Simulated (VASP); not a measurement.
# La (P6_3/mmc) in VASP: a series of runs

La is run at these levels: PBE; tasks: single point, relaxation of cell and atoms.

Program: VASP 6.6.1. These are calculated values, not measurements. Logs are shortened: lines on timing, memory, paths and dates and some standing lists are left out, and cuts for length are marked.

**1. The cell of the first run**

Symmetry: P6_3/mmc, No. 194, hexagonal system. The conventional cell has a = 3.765 Å, b = 3.765 Å, c = 6.117 Å, α = 90.00°, β = 90.00°, γ = 120.00°. La (site symmetry -6m2) has 12 La at 3.75 to 3.77 Å within 4.9 Å.

**2. Single point, PBE**

The input, INCAR:

```
  PREC = Accurate
  ENCUT = 520
  EDIFF = 1E-6
  ISMEAR = 0
  SIGMA = 0.05
  LREAL = F
  LASPH = T
  NELM = 100
  ALGO = Fast
  ISIF = 2
  LWAVE = F
  LCHARG = F
  GGA = PE
  NBANDS = 18
```

The input, KPOINTS:

```
Automatic mesh
0
Gamma
  14 14 8
```

The input, POSCAR:

```
La
1.0
    3.7651645744      0.0000000000      0.0000000000
   -1.8825822872      3.2607281709      0.0000000000
    0.0000000000      0.0000000000      6.1171672174
La
2
Direct
    0.3333333333      0.6666666667      0.7500000000
    0.6666666667      0.3333333333      0.2500000000
```

Potentials or basis: VASP PAW PBE potentials, release 64 (La).

Run with:

```sh
$ cat potpaw_PBE.64/La/POTCAR > POTCAR
$ mpirun -np 1 vasp_std > vasp.out
```

OUTCAR:

```text
PREC = Accurate
   ENCUT = 520
   EDIFF = 1E-6
   ISMEAR = 0
   LREAL = F
   LASPH = T
   NELM = 100
   ISIF = 2
   GGA = PE

 ion  position               nearest neighbor table
   1  0.333  0.667  0.750-
   2  0.667  0.333  0.250-

  LATTYP: Found a hexagonal cell.
 ALAT       =     3.7651645744
 C/A-ratio  =     1.6246745916

  Lattice vectors:

 A1 = (   3.7651645744,   0.0000000000,   0.0000000000)
 A2 = (  -1.8825822872,   3.2607281709,   0.0000000000)
 A3 = (   0.0000000000,   0.0000000000,   6.1171672174)

Analysis of symmetry for initial positions (statically):
=====================================================================
 Subroutine PRICEL returns:
 Original cell was already a primitive cell.

 Routine SETGRP: Setting up the symmetry group for a
 hexagonal supercell.

 Subroutine GETGRP returns: Found 24 space group operations
 (whereof 12 operations were pure point group operations)
 out of a pool of 24 trial point group operations.

The static configuration has the point symmetry D_3d.
 The point group associated with its full space group is D_6h.

Analysis of symmetry for dynamics (positions and initial velocities):
=====================================================================
 Subroutine PRICEL returns:
 Original cell was already a primitive cell.

 Routine SETGRP: Setting up the symmetry group for a
 hexagonal supercell.

 Subroutine GETGRP returns: Found 24 space group operations
 (whereof 12 operations were pure point group operations)
 out of a pool of 24 trial point group operations.

The dynamic configuration has the point symmetry D_3d.
 The point group associated with its full space group is D_6h.

 Subroutine INISYM returns: Found 24 space group operations
 (whereof 12 operations are pure point group operations),
 and found     1 'primitive' translations

----------------------------------------------------------------------------------------

                                     Primitive cell

  volume of cell :      75.1016

  direct lattice vectors                    reciprocal lattice vectors
     3.765164574  0.000000000  0.000000000     0.265592640  0.153339982  0.000000000
    -1.882582287  3.260728171  0.000000000     0.000000000  0.306679965  0.000000000
     0.000000000  0.000000000  6.117167217     0.000000000  0.000000000  0.163474361

  length of vectors
     3.765164574  3.765164574  6.117167217     0.306679965  0.306679965  0.163474361

  position of ions in fractional coordinates (direct lattice)
     0.333333333  0.666666667  0.750000000
     0.666666667  0.333333333  0.250000000

  ion indices of the primitive-cell ions
   primitive index   ion index
                 1           1
                 2           2

----------------------------------------------------------------------------------------

 KPOINTS: Automatic mesh

Automatic generation of k-mesh.
 Grid dimensions read from file:
 generate k-points for:   14   14    8

 Generating k-lattice:

  Cartesian coordinates                     Fractional coordinates (reciprocal lattice)
     0.018970903  0.010952856  0.000000000     0.071428571  0.000000000  0.000000000
     0.000000000  0.021905712  0.000000000     0.000000000  0.071428571  0.000000000
     0.000000000  0.000000000  0.020434295     0.000000000  0.000000000  0.125000000

  Length of vectors
     0.021905712  0.021905712  0.020434295

  Shift w.r.t. Gamma in fractional coordinates (k-lattice)
     0.000000000  0.000000000  0.000000000

 Subroutine IBZKPT returns following result:
 ===========================================

 Found    120 irreducible k-points:

 Following reciprocal coordinates:
            Coordinates               Weight
  0.000000  0.000000  0.000000      1.000000
  0.071429  0.000000  0.000000      6.000000
  0.142857 -0.000000  0.000000      6.000000
  0.214286  0.000000  0.000000      6.000000
  0.285714  0.000000  0.000000      6.000000
  0.357143  0.000000  0.000000      6.000000
[... 16 lines left out ...]
  0.285714  0.285714  0.000000      6.000000
  0.357143  0.285714  0.000000      6.000000
 [... further k-points ...]
   k-points           NKPTS =    120   k-points in BZ     NKDIM =    120   number of bands    NBANDS=     18
   number of dos      NEDOS =    301   number of ions     NIONS =      2
   total plane-waves  NPLWV =  37632
   dimension x,y,z NGX =    28 NGY =   28 NGZ =   48
   dimension x,y,z NGXF=    56 NGYF=   56 NGZF=   96
   ions per type =               2
   NGX,Y,Z   is equivalent  to a cutoff of  12.36, 12.36, 13.04 a.u.
   NGXF,Y,Z  is equivalent  to a cutoff of  24.73, 24.73, 26.09 a.u.
 SYSTEM =  unknown system
   PREC   = accura    normal or accurate (medium, high low for compatibility)
   ISTART =      0    job   : 0-new  1-cont  2-samecut
   ICHARG =      2    charge: 1-file 2-atom 10-const
   ISPIN  =      1    spin polarized calculation?
   LNONCOLLINEAR =      F non collinear calculations
   LSORBIT =      F    spin-orbit coupling
   LASPH  =      T    aspherical Exc in radial PAW
   ENCUT  =  520.0 eV  38.22 Ry    6.18 a.u.   7.00  7.00 11.37*2*pi/ulx,y,z
   NELM   =    100;   NELMIN=  2; NELMDL= -5     # of ELM steps
   EDIFF  = 0.1E-05   stopping-criterion for ELM
   LREAL  =      F    real-space projection
   EDIFFG = 0.1E-04   stopping-criterion for IOM
   NSW    =      0    number of steps for IOM
   IBRION =     -1    ionic relax: 0-MD 1-quasi-New 2-CG
   NFREE  =      0    steps in history (QN), initial steepest desc. (CG)
   ISIF   =      2    stress and relaxation
   ISYM   =      2    0-nonsym 1-usesym 2-fastsym
   POTIM  = 0.5000    time-step for ionic-motion
   TEBEG  =    0.0;   TEEND  =   0.0 temperature during run
   PSTRESS=    0.0 pullay stress
   NELECT =      22.0000    total number of electrons
   NUPDOWN=      -1.0000    fix difference up-down
   EMIN   =  10.00;   EMAX   =-10.00  energy-range for DOS
   EFERMI =   0.00;   METHOD = LEGACY
   ISMEAR =     0;   SIGMA  =   0.05  broadening in eV -4-tet -1-fermi 0-gaus
   EFERMI_NEDOS =   21; number of points for ismear=-14 and -15
   IALGO  =     68    algorithm
   IMIX   =      4    mixing-type and parameters
     AMIX     =   0.40;   BMIX     =  1.00
     AMIX_MAG =   1.60;   BMIX_MAG =  1.00
  volume/ion in A,a.u.               =      37.55       253.41
  Fermi-wavevector in a.u.,A,eV,Ry     =   1.087258  2.054620 16.083865  1.182131
  Thomas-Fermi vector in A             =   2.223414
   LORBIT       =      0    0 simple, 1 ext, 2 COOP (PROOUT), +10 PAW based schemes
   GGA     = PE    functional components
   LHFCALC =     F    Hartree Fock is set to
   AEXX    =    0.0000 exact exchange contribution
   IVDW    =     0    specifies the selected vdW correction
   LEPSILON=     F    determine dielectric tensor
   LRPA    =     F    only Hartree local field effects (RPA)
 non-spin polarized calculation
 RMM-DIIS sequential band-by-band and
 Gauss-broadening in eV      SIGMA  =   0.05
  energy-cutoff  :      520.00
  volume of cell :       75.10
 maximum number of plane-waves:      2044
 NGX is ok and might be reduce to    28
   NGX = 13   NGY = 13   NGZ = 23

 number of electron      21.9999998 magnetization

 Free energy of the ion-electron system (eV)
  ---------------------------------------------------
  ext. energy  EPLUGINS =         0.00000000
  ---------------------------------------------------
  free energy    TOTEN  =        -9.71278854 eV

  energy without entropy =       -9.70664563  energy(sigma->0) =       -9.70971708

 E-fermi :   7.7362     XC(G=0):  -9.5165

 val. band max:        7.7328193469   @ k =   0.4286   0.1429   0.2500
 cond. band min:       7.7393693084   @ k =   0.3571   0.2143   0.5000
 fundamental gap:      0.0065499615
 Fermi energy:         7.7361714341

 k-point     1 :       0.0000    0.0000    0.0000
  band No.  band energies     occupation
      1     -25.1247      2.00000
      2     -24.9340      2.00000
      3      -9.4738      2.00000
      4      -8.3258      2.00000
      5      -8.3258      2.00000
      6      -8.1507      2.00000
[... 10 lines left out ...]
     17       9.5213      0.00000
     18       9.5407      0.00000

 k-point     2 :       0.0714    0.0000    0.0000
  band No.  band energies     occupation
      1     -25.1168      2.00000
      2     -24.9301      2.00000
      3      -9.4530      2.00000
      4      -8.3805      2.00000
      5      -8.3429      2.00000
      6      -8.2070      2.00000
[... 10 lines left out ...]
     17       9.4635      0.00000
     18       9.5724      0.00000

 k-point     3 :       0.1429   -0.0000    0.0000
  band No.  band energies     occupation
      1     -25.0941      2.00000
      2     -24.9195      2.00000
      3      -9.3925      2.00000
      4      -8.5319      2.00000
      5      -8.3888      2.00000
      6      -8.3596      2.00000
[... 10 lines left out ...]
     17       9.4428      0.00000
     18       9.5423      0.00000

 k-point     4 :       0.2143    0.0000    0.0000
  band No.  band energies     occupation
      1     -25.0602      2.00000
      2     -24.9050      2.00000
      3      -9.2978      2.00000
      4      -8.7459      2.00000
      5      -8.5679      2.00000
      6      -8.4518      2.00000
[... 10 lines left out ...]
     17       9.5039      0.00000
     18       9.5487      0.00000

 k-point     5 :       0.2857    0.0000    0.0000
  band No.  band energies     occupation
      1     -25.0204      2.00000
      2     -24.8905      2.00000
      3      -9.1786      2.00000
      4      -8.9766      2.00000
      5      -8.7853      2.00000
      6      -8.5183      2.00000
[... 10 lines left out ...]
     17       9.5630      0.00000
     18       9.7872      0.00000

 k-point     6 :       0.3571    0.0000    0.0000
  band No.  band energies     occupation
      1     -24.9814      2.00000
      2     -24.8802      2.00000
      3      -9.1782      2.00000
      4      -9.0498      2.00000
      5      -8.9710      2.00000
      6      -8.5758      2.00000
[... 10 lines left out ...]
     17       9.5744      0.00000
     18       9.6298      0.00000

 k-point     7 :       0.4286    0.0000    0.0000
  band No.  band energies     occupation
      1     -24.9510      2.00000
      2     -24.8763      2.00000
      3      -9.3142      2.00000
      4      -9.0950      2.00000
      5      -8.9363      2.00000
      6      -8.6145      2.00000
[... 10 lines left out ...]
     17       9.5935      0.00000
     18       9.6810      0.00000

 k-point     8 :       0.5000    0.0000    0.0000
  band No.  band energies     occupation
      1     -24.9387      2.00000
      2     -24.8762      2.00000
      3      -9.3620      2.00000
      4      -9.1384      2.00000
      5      -8.8854      2.00000
      6      -8.6282      2.00000
[... 10 lines left out ...]
     17       9.6474      0.00000
     18       9.6577      0.00000
[... 229 lines left out ...]
     17       9.6097      0.00000
     18       9.6454      0.00000

 k-point    20 :       0.2143    0.2143    0.0000
  band No.  band energies     occupation
      1     -24.9708      2.00000
      2     -24.8780      2.00000
      3      -9.0638      2.00000
      4      -9.0138      2.00000
      5      -9.0131      2.00000
      6      -8.6375      2.00000
[... 10 lines left out ...]
     17       9.6574      0.00000
     18       9.7007      0.00000

 k-point    21 :       0.2857    0.2143    0.0000
  band No.  band energies     occupation
      1     -24.9396      2.00000
      2     -24.8755      2.00000
      3      -9.1722      2.00000
      4      -9.0437      2.00000
      5      -8.8936      2.00000
      6      -8.7496      2.00000
[... 10 lines left out ...]
     17       9.6072      0.00000
     18       9.6826      0.00000

 k-point    22 :       0.3571    0.2143    0.0000
  band No.  band energies     occupation
      1     -24.9181      2.00000
      2     -24.8782      2.00000
      3      -9.2331      2.00000
      4      -9.0325      2.00000
      5      -8.8402      2.00000
      6      -8.7973      2.00000
[... 10 lines left out ...]
     17       9.5398      0.00000
     18       9.6825      0.00000

 k-point    23 :       0.2857    0.2857    0.0000
  band No.  band energies     occupation
      1     -24.9146      2.00000
      2     -24.8791      2.00000
      3      -9.1758      2.00000
      4      -9.0307      2.00000
      5      -8.8600      2.00000
      6      -8.7812      2.00000
[... 10 lines left out ...]
     17       9.4979      0.00000
     18       9.6694      0.00000

 k-point    24 :       0.3571    0.2857    0.0000
  band No.  band energies     occupation
      1     -24.9008      2.00000
      2     -24.8851      2.00000
      3      -9.1739      2.00000
      4      -8.9708      2.00000
      5      -8.9500      2.00000
      6      -8.7073      2.00000
[... 10 lines left out ...]
     17       9.4834      0.00000
     18       9.6724      0.00000

 [... further k-points ...]
[... 5 lines left out ...]
  --------------------------------------------------------------------------------------
  -------------------------------------------------------------------------------------
  Total        0.0500326      0.0500326      0.0448008      0.0000000      0.0000000      0.0000000
  in kB        1.0673699      1.0673699      0.9557579      0.0000000      0.0000000      0.0000000
  external PRESSURE =       1.0301659 kB  Pullay stress =       0.0000000 kB

 VOLUME and BASIS-vectors are now :
 -----------------------------------------------------------------------------
  energy-cutoff  :      520.00
  volume of cell :       75.10
      direct lattice vectors                 reciprocal lattice vectors
     3.765164574  0.000000000  0.000000000     0.265592640  0.153339982  0.000000000
    -1.882582287  3.260728171  0.000000000     0.000000000  0.306679965  0.000000000
     0.000000000  0.000000000  6.117167217     0.000000000  0.000000000  0.163474361

 POSITION                                       TOTAL-FORCE (eV/Angst)
 -----------------------------------------------------------------------------------
     -0.00000      2.17382      4.58788        -0.000000     -0.000000      0.000000
      1.88258      1.08691      1.52929         0.000000      0.000000      0.000000
 -----------------------------------------------------------------------------------
    total drift:                                0.000000     -0.000000      0.000000

  FREE ENERGIE OF THE ION-ELECTRON SYSTEM (eV)
  ---------------------------------------------------
  free  energy   TOTEN  =        -9.7127885399 eV

  energy  without entropy=       -9.7066456252  energy(sigma->0) =       -9.70971708
```

It took 3.4 min on 1 thread of Intel Xeon 6975P-C (Granite Rapids), shared host; peak memory 0.31 GiB.

What came out:

| Item | Value |
| --- | --- |
| Free energy | -9.7128 eV |
| Pressure | 0.1 GPa |
| Band gap on the k mesh | zero (bands 11 and 12 overlap by 1.46 eV) |

Caveat: spin-orbit coupling is left out, which moves the levels of the heavy elements.

**3. Relaxation of cell and atoms, PBE**

This run uses another cell than the first one, of 37.33 Å³/atom.

The input, INCAR:

```
SYSTEM = La
PREC = Accurate
ENCUT = 600
EDIFF = 1E-6
ISMEAR = 0
SIGMA = 0.05
LREAL = .FALSE.
LASPH = .TRUE.
NELM = 60
ALGO = Fast
ISIF = 3
LWAVE = .FALSE.
LCHARG = .FALSE.
GGA = PE
IBRION = 2
NSW = 80
EDIFFG = -0.01
```

The input, KPOINTS:

```
Automatic mesh
0
G
  14 14 8
  0 0 0
```

The input, POSCAR:

```
La
1.0
    3.7509925602      0.0000000000      0.0000000000
   -1.8754962801      3.2484548466      0.0000000000
    0.0000000000      0.0000000000      6.1266211817
La
2
Direct
    0.3333333333      0.6666666667      0.7500000000
    0.6666666667      0.3333333333      0.2500000000
```

Potentials or basis: VASP PAW PBE potentials, release 64 (La).

Run with:

```sh
$ cat potpaw_PBE.64/La/POTCAR > POTCAR
$ mpirun -np 1 vasp_std > vasp.out
```

Run time: 6.6 min. Hardware: 1 thread of Intel Xeon 6975P-C (Granite Rapids), shared host; peak memory 0.36 GiB.

Results (log left out):

```yaml
Free_energy: -9.7143 eV
Relaxed_volume: 37.62 Å³/atom
Relaxed_cell: a = 3.768 Å, b = 3.768 Å, c = 6.119 Å, α = 90.00°, β = 90.00°, γ = 120.00°
Space_group_after_relaxing_to_0.1_Å: P6_3/mmc (No. 194)
Energy_gained_by_relaxing: 0.3 meV/atom
Ionic_steps: 5
Pressure_after_relaxing: 0.0 GPa
Band_gap_on_the_k_mesh: zero (bands 11 and 12 overlap by 1.46 eV)
```

The path:
| step | energy change (eV) | largest force (eV/Å) | pressure (GPa) | volume (Å³) |
| --- | --- | --- | --- | --- |
| 1 | 0.0000 | 0.0000 | 0.21 | 74.65 |
| 2 | -0.0004 | 0.0000 | -0.01 | 75.17 |
| 3 | -0.0004 | 0.0000 | 0.03 | 75.17 |
| 4 | -0.0005 | 0.0000 | 0.03 | 75.19 |
| 5 | -0.0006 | 0.0000 | 0.02 | 75.25 |

Final structure:
```
CELL_PARAMETERS angstrom
3.76835 0.00000 0.00000
-1.88417 3.26348 0.00000
0.00000 0.00000 6.11890
ATOMIC_POSITIONS crystal
La 0.33333 0.66667 0.75000
La 0.66667 0.33333 0.25000
```

Levels at points of the mesh, in eV from the Fermi level:
| k point | band 8 | band 9 | band 10 | band 11 | band 12 | band 13 | band 14 | band 15 |
| --- | --- | --- | --- | --- | --- | --- | --- | --- |
| (0.00, 0.00, 0.00) | -15.86 | -3.16 | -1.71 | 1.10 | 1.34 | 1.34 | 1.54 | 1.62 |
| (0.50, 0.00, 0.00) | -16.06 | -1.55 | -1.14 | -1.11 | 1.17 | 1.27 | 1.29 | 1.49 |
| (0.00, 0.00, 0.50) | -15.98 | -1.87 | -1.87 | 0.60 | 0.60 | 1.40 | 1.40 | 1.40 |
| (0.50, 0.00, 0.50) | -16.22 | -1.62 | -1.62 | -0.36 | -0.36 | 1.56 | 1.56 | 1.77 |

Caveat: spin-orbit coupling is left out, which moves the levels of the heavy elements.
